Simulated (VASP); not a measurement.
# NbGaSe3 (Pm-3m) in VASP: a series of runs, part 2 of 3

VASP 6.6.1. The steps go on from the part before.

## (3) Relaxation of cell and atoms, PBE, collinear spin

This run uses another cell than the first one, of 19.52 Å³/atom.

INCAR

```
SYSTEM = NbGaSe3
PREC = Accurate
ENCUT = 600
EDIFF = 1E-7
ISMEAR = 0
SIGMA = 0.1
LREAL = .False.
LASPH = .True.
NELM = 150
ALGO = Normal
ISIF = 3
LWAVE = .False.
LCHARG = .False.
ISPIN = 2
MAGMOM = 2.53 0.03 -0.18 -0.18 -0.18
LORBIT = 11
LMAXMIX = 4
GGA = PE
IBRION = 2
NSW = 90
EDIFFG = -0.04
```

KPOINTS

```
Automatic mesh
0
Gamma
  4 4 4
  0 0 0
```

POSCAR

```
NbGaSe3
1.0
    4.6044889500      0.0000000000      0.0000000000
    0.0000000000      4.6044889500      0.0000000000
    0.0000000000      0.0000000000      4.6044889500
Nb Ga Se
1 1 3
Direct
    0.0000000000      0.0000000000      0.0000000000
    0.5000000000      0.5000000000      0.5000000000
    0.0000000000      0.5000000000      0.5000000000
    0.5000000000      0.0000000000      0.5000000000
    0.5000000000      0.5000000000      0.0000000000
```

Potentials or basis: VASP PAW PBE potentials, release 64 (Nb_sv, Ga_d, Se).

Started as:

```console
$ cat potpaw_PBE.64/Nb_sv/POTCAR potpaw_PBE.64/Ga_d/POTCAR potpaw_PBE.64/Se/POTCAR > POTCAR
$ mpirun -np 1 vasp_std > vasp.out
```

OUTCAR:

```text
SYSTEM = NbGaSe3
   PREC = Accurate
   ENCUT = 600
   EDIFF = 1E-7
   ISMEAR = 0
   LREAL = .False.
   LASPH = .True.
   NELM = 150
   ISIF = 3
   ISPIN = 2
   LORBIT = 11
   GGA = PE
   IBRION = 2
   NSW = 90
   EDIFFG = -0.04

 ion  position               nearest neighbor table
   1  0.000  0.000  0.000-
   2  0.500  0.500  0.500-   3 2.30   4 2.30   5 2.30   5 2.30   4 2.30   3 2.30
   3  0.000  0.500  0.500-   2 2.30   2 2.30
   4  0.500  0.000  0.500-   2 2.30   2 2.30
   5  0.500  0.500  0.000-   2 2.30   2 2.30

  LATTYP: Found a simple cubic cell.
 ALAT       =     4.6044889500

  Lattice vectors:

 A1 = (   4.6044889500,   0.0000000000,   0.0000000000)
 A2 = (   0.0000000000,   4.6044889500,   0.0000000000)
 A3 = (   0.0000000000,   0.0000000000,   4.6044889500)

Analysis of symmetry for initial positions (statically):
=====================================================================
 Subroutine PRICEL returns:
 Original cell was already a primitive cell.

 Routine SETGRP: Setting up the symmetry group for a
 simple cubic supercell.

 Subroutine GETGRP returns: Found 48 space group operations
 (whereof 48 operations were pure point group operations)
 out of a pool of 48 trial point group operations.

The static configuration has the point symmetry O_h .

Analysis of symmetry for dynamics (positions and initial velocities):
=====================================================================
 Subroutine PRICEL returns:
 Original cell was already a primitive cell.

 Routine SETGRP: Setting up the symmetry group for a
 simple cubic supercell.

 Subroutine GETGRP returns: Found 48 space group operations
 (whereof 48 operations were pure point group operations)
 out of a pool of 48 trial point group operations.

The dynamic configuration has the point symmetry O_h .

Analysis of structural, dynamic, and magnetic symmetry:
=====================================================================
 Subroutine PRICEL returns:
 Original cell was already a primitive cell.

 Routine SETGRP: Setting up the symmetry group for a
 simple cubic supercell.

 Subroutine GETGRP returns: Found 48 space group operations
 (whereof 48 operations were pure point group operations)
 out of a pool of 48 trial point group operations.

The overall configuration has the point symmetry O_h .

 Subroutine INISYM returns: Found 48 space group operations
 (whereof 48 operations are pure point group operations),
 and found     1 'primitive' translations

----------------------------------------------------------------------------------------

                                     Primitive cell

  volume of cell :      97.6212

  direct lattice vectors                    reciprocal lattice vectors
     4.604488950  0.000000000  0.000000000     0.217179368  0.000000000  0.000000000
     0.000000000  4.604488950  0.000000000     0.000000000  0.217179368  0.000000000
     0.000000000  0.000000000  4.604488950     0.000000000  0.000000000  0.217179368

  length of vectors
     4.604488950  4.604488950  4.604488950     0.217179368  0.217179368  0.217179368

  position of ions in fractional coordinates (direct lattice)
     0.000000000  0.000000000  0.000000000
     0.500000000  0.500000000  0.500000000
     0.000000000  0.500000000  0.500000000
[... 64 lines left out ...]
   LASPH  =      T    aspherical Exc in radial PAW
   ENCUT  =  600.0 eV  44.10 Ry    6.64 a.u.   9.20  9.20  9.20*2*pi/ulx,y,z
   NELM   =    150;   NELMIN=  2; NELMDL= -5     # of ELM steps
   EDIFF  = 0.1E-06   stopping-criterion for ELM
   LREAL  =      F    real-space projection
   EDIFFG = -.4E-01   stopping-criterion for IOM
   NSW    =     90    number of steps for IOM
   IBRION =      2    ionic relax: 0-MD 1-quasi-New 2-CG
   NFREE  =      1    steps in history (QN), initial steepest desc. (CG)
   ISIF   =      3    stress and relaxation
   ISYM   =      2    0-nonsym 1-usesym 2-fastsym
   POTIM  = 0.5000    time-step for ionic-motion
   TEBEG  =    0.0;   TEEND  =   0.0 temperature during run
   PSTRESS=    0.0 pullay stress
   NELECT =      44.0000    total number of electrons
   NUPDOWN=      -1.0000    fix difference up-down
   EMIN   =  10.00;   EMAX   =-10.00  energy-range for DOS
   EFERMI =   0.00;   METHOD = LEGACY
   ISMEAR =     0;   SIGMA  =   0.10  broadening in eV -4-tet -1-fermi 0-gaus
   EFERMI_NEDOS =   21; number of points for ismear=-14 and -15
   IALGO  =     38    algorithm
   IMIX   =      4    mixing-type and parameters
     AMIX     =   0.40;   BMIX     =  1.00
     AMIX_MAG =   1.60;   BMIX_MAG =  1.00
  volume/ion in A,a.u.               =      19.52       131.76
  Fermi-wavevector in a.u.,A,eV,Ry     =   1.255194  2.371973 21.436152  1.575513
  Thomas-Fermi vector in A             =   2.388963
   LORBIT       =     11    0 simple, 1 ext, 2 COOP (PROOUT), +10 PAW based schemes
   GGA     = PE    functional components
   LHFCALC =     F    Hartree Fock is set to
   AEXX    =    0.0000 exact exchange contribution
   IVDW    =     0    specifies the selected vdW correction
   LEPSILON=     F    determine dielectric tensor
   LRPA    =     F    only Hartree local field effects (RPA)
 conjugate gradient relaxation of ions
 spin polarized calculation
 Gauss-broadening in eV      SIGMA  =   0.10
  energy-cutoff  :      600.00
  volume of cell :       97.62
 maximum number of plane-waves:      3294
 NGX is ok and might be reduce to    40
   NGX = 19   NGY = 19   NGZ = 19

--------------------------------------- Ionic step        1  -------------------------------------------

 number of electron      44.0000001 magnetization       1.7787563

 Free energy of the ion-electron system (eV)
  ---------------------------------------------------
  ext. energy  EPLUGINS =         0.00000000
  ---------------------------------------------------
  free energy    TOTEN  =       -20.15033175 eV

  energy without entropy =      -20.13121099  energy(sigma->0) =      -20.14077137

------------------------ aborting loop because EDIFF is reached ----------------------------------------

  FORCE on cell =-STRESS in cart. coord.  units (eV):
  Direction    XX          YY          ZZ          XY          YZ          ZX
  --------------------------------------------------------------------------------------
  -------------------------------------------------------------------------------------
  Total        9.8849353      9.8849353      9.8849353     -0.0000000      0.0000000     -0.0000000
  in kB      162.2333404    162.2333404    162.2333404     -0.0000000      0.0000000     -0.0000000
  external PRESSURE =     162.2333404 kB  Pullay stress =       0.0000000 kB
[... 28 lines left out ...]
 number of electron      44.0000012 magnetization       0.3889702

 number of electron      44.0000012 magnetization      -0.0303270

 E-fermi :   3.9863     XC(G=0):  -9.6152

 val. band max:        3.9855298919   @ k =   0.2500   0.2500   0.2500
 cond. band min:       4.0156435220   @ k =   0.5000   0.5000   0.0000
 fundamental gap:      0.0301136301
 Fermi energy:         3.9863138545

 spin component 1

 k-point     1 :       0.0000    0.0000    0.0000
  band No.  band energies     occupation
      1     -52.3248      1.00000
      2     -28.2918      1.00000
      3     -28.2918      1.00000
      4     -28.2918      1.00000
      5     -11.0201      1.00000
      6     -11.0201      1.00000
[... 671 lines left out ...]
--------------------------------------- Ionic step        4  -------------------------------------------

 number of electron      43.9999994 magnetization      -1.9993165

 Free energy of the ion-electron system (eV)
  ---------------------------------------------------
  ext. energy  EPLUGINS =         0.00000000
  ---------------------------------------------------
  free energy    TOTEN  =       -20.94995809 eV

  energy without entropy =      -20.92983129  energy(sigma->0) =      -20.93989469

 E-fermi :   4.9387     XC(G=0): -10.0285

 val. band max:        4.9078780422   @ k =   0.5000   0.2500   0.2500
 cond. band min:       4.9559713293   @ k =   0.2500   0.2500   0.0000
 fundamental gap:      0.0480932871
 Fermi energy:         4.9386932492

 spin component 1

 k-point     1 :       0.0000    0.0000    0.0000
  band No.  band energies     occupation
      1     -50.1228      1.00000
      2     -26.0159      1.00000
      3     -26.0159      1.00000
      4     -26.0159      1.00000
      5     -10.3654      1.00000
      6     -10.3654      1.00000
[... 624 lines left out ...]
  FREE ENERGIE OF THE ION-ELECTRON SYSTEM (eV)
  ---------------------------------------------------
  free  energy   TOTEN  =       -20.9499580910 eV

  energy  without entropy=      -20.9298312867  energy(sigma->0) =      -20.93989469

 reached required accuracy - stopping structural energy minimisation

 total charge

# of ion       s       p       d       tot
------------------------------------------
    1        2.083   5.902   2.394  10.378
    2        0.874   0.764  10.100  11.738
    3        1.483   2.300   0.035   3.817
    4        1.483   2.300   0.035   3.817
    5        1.483   2.300   0.035   3.817
--------------------------------------------------
tot          7.404  13.565  12.599  33.569

 magnetization (x)

# of ion       s       p       d       tot
------------------------------------------
    1       -0.040  -0.013  -1.912  -1.965
    2       -0.023  -0.017  -0.000  -0.040
    3        0.002   0.186  -0.005   0.184
    4        0.002   0.186  -0.005   0.184
    5        0.002   0.186  -0.005   0.184
--------------------------------------------------
tot         -0.056   0.528  -1.926  -1.454
```

Run time: 7.7 min. Hardware: 1 thread of AMD EPYC 9R45 (Zen 5), shared host; peak memory 0.29 GiB.

What came out:

```
Free energy                                           : -20.9500 eV
Relaxed volume                                        : 23.19 Å³/atom
Relaxed cell                                          : a = 4.876 Å, b = 4.876 Å, c = 4.876 Å, α = 90.00°, β = 90.00°, γ = 90.00°
Space group after relaxing (to 0.1 Å)                 : Pm-3m (No. 221)
Energy gained by relaxing                             : 159.9 meV/atom
Ionic steps                                           : 4
Pressure after relaxing                               : 0.1 GPa
Net moment                                            : -2.00 μB per cell
Site moments                                          : Nb -1.97; Ga -0.04; Se +0.18 μB
Valence electrons inside the program's atomic spheres : Nb 10.38; Ga 11.74; Se 3.82
```

The path:
```tsv
step	energy change (eV)	largest force (eV/Å)	pressure (GPa)	volume (Å³)
1	0.0000	0.0000	16.22	97.62
2	-0.0120	0.0000	-6.57	128.30
3	-0.7331	0.0000	3.74	110.19
4	-0.7996	0.0000	0.14	115.94
```

Final structure:
```
CELL_PARAMETERS angstrom
4.87614 0.00000 0.00000
0.00000 4.87614 0.00000
0.00000 0.00000 4.87614
ATOMIC_POSITIONS crystal
Nb 0.00000 0.00000 0.00000
Ga 0.50000 0.50000 0.50000
Se 0.00000 0.50000 0.50000
Se 0.50000 0.00000 0.50000
Se 0.50000 0.50000 0.00000
```

Levels at points of the mesh, in eV from the Fermi level:
Spin up:
```csv
k point,band 18,band 19,band 20,band 21,band 22,band 23,band 24,band 25
"(0.00, 0.00, 0.00)",-1.34,-1.34,-0.84,-0.84,-0.84,0.83,0.83,0.89
"(0.50, 0.00, 0.00)",-2.32,-2.32,-1.35,-1.35,1.00,1.37,2.19,2.26
"(0.50, 0.50, 0.00)",-2.51,-2.51,-0.55,-0.09,1.12,1.42,2.24,2.27
"(0.50, 0.50, 0.50)",-0.49,0.28,0.28,0.28,0.98,1.19,1.19,1.19
```
Spin down:
| k point | band 21 | band 22 | band 23 | band 24 | band 25 | band 26 |
| --- | --- | --- | --- | --- | --- | --- |
| (0.00, 0.00, 0.00) | -0.92 | -0.72 | -0.72 | -0.72 | -0.62 | -0.62 |
| (0.50, 0.00, 0.00) | -1.58 | -0.56 | -0.52 | 0.91 | 1.12 | 1.12 |
| (0.50, 0.50, 0.00) | -0.45 | -0.44 | -0.41 | 0.99 | 0.99 | 1.22 |
| (0.50, 0.50, 0.50) | -0.37 | -0.37 | -0.37 | -0.13 | 0.58 | 0.58 |

Caveat: the volume moved by over 15 % at a fixed basis, so the end points are rough; the highest band is partly filled, so the run has too few bands.

[end of part 2 of 3]
